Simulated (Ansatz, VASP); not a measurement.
# Ga2O3 in VASP and in Ansatz

```xyz
10
Lattice="6.2271 -1.5416 0.0062 6.2271 1.5416 0.0062 -1.3980 0.0000 5.7089" Properties=species:S:1:pos:R:3 pbc="T T T"
Ga    3.2943    0.0000    3.9196
Ga    7.7619    0.0000    1.8018
Ga   11.0472    0.0000    1.1832
Ga    0.0089    0.0000    4.5382
O     5.2374    0.0000    4.2498
O     5.8187    0.0000    1.4716
O     9.6819    0.0000    2.4975
O     1.3743    0.0000    3.2239
O     1.8837    0.0000    0.6255
O     9.1725    0.0000    5.0959
```

Alike in both runs: functional PBE; k mesh 8 × 8 × 4; occupations gaussian, width 0.02 eV; no spin polarisation.

Ansatz relaxed the structure, and its values are those at the end. VASP's run is a single point on that final structure, the one shown.

```csv
,VASP,Ansatz
version,VASP 6.6.1,Ansatz 0.2.0
potentials or method,"VASP PAW PBE potentials, release 64 (Ga_d, O), cutoff 520 eV","scalar-relativistic, plane waves, PAW"
valence electrons in the cell,88,88
```

VASP gave:

- gap on the k mesh at the Fermi level (eV): 2.00
- least direct gap on the mesh (eV): 2.02
- pressure (GPa): 0.6
- rms of the force components (eV/Å): 0.008

**Question.** Estimate Ansatz's values.

**Answer.** gap on the k mesh at the Fermi level (eV): 2.02; least direct gap on the mesh (eV): 2.03; pressure (GPa): 0.0; rms of the force components (eV/Å): 0.001.
